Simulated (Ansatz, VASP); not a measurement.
# One calculation of Si3N4, two programs

```xyz
14
Lattice="7.6192 0.0000 0.0000 -3.8096 6.5985 0.0000 0.0000 0.0000 2.9113" Properties=species:S:1:pos:R:3 pbc="T T T"
Si    5.1871    1.1486    0.9480
Si    1.5988    5.0665    2.4037
Si    4.0309    3.9179    0.9480
Si   -1.3775    5.4498    2.4037
Si    2.2108    1.5320    0.9480
Si   -0.2213    2.6806    2.4037
N    -1.0293    2.1771    0.9480
N     5.2192    0.1972    2.4037
N     2.4388    4.6185    0.9480
N     4.8389    4.4213    2.4037
N    -1.4096    6.4013    0.9480
N     1.3708    1.9799    2.4037
N     0.0000    4.3990   -0.5076
N     3.8096    2.1995    0.9480
```

Alike in both runs: functional PBE; dispersion D3(BJ); k mesh 6 × 6 × 8; occupations gaussian, width 0.02 eV; no spin polarisation.

Ansatz relaxed the structure, and its values are those at the end. VASP's run is a single point on that final structure, the one shown.

|  | VASP | Ansatz |
| --- | --- | --- |
| version | VASP 6.6.1 | Ansatz 0.2.0 |
| potentials or method | VASP PAW PBE potentials, release 64 (Si, N), cutoff 520 eV | scalar-relativistic, plane waves, PAW |
| valence electrons in the cell | 64 | 64 |

|  | VASP | Ansatz | Ansatz less VASP |
| --- | --- | --- | --- |
| gap on the k mesh at the Fermi level (eV) | 4.32 | 4.33 | +0.012 |
| least direct gap on the mesh (eV) | 4.51 | 4.52 | +0.011 |
| pressure (GPa) | -0.3 | 0.0 | +0.29 |

Ansatz's warnings: structure snapped to symmetry.
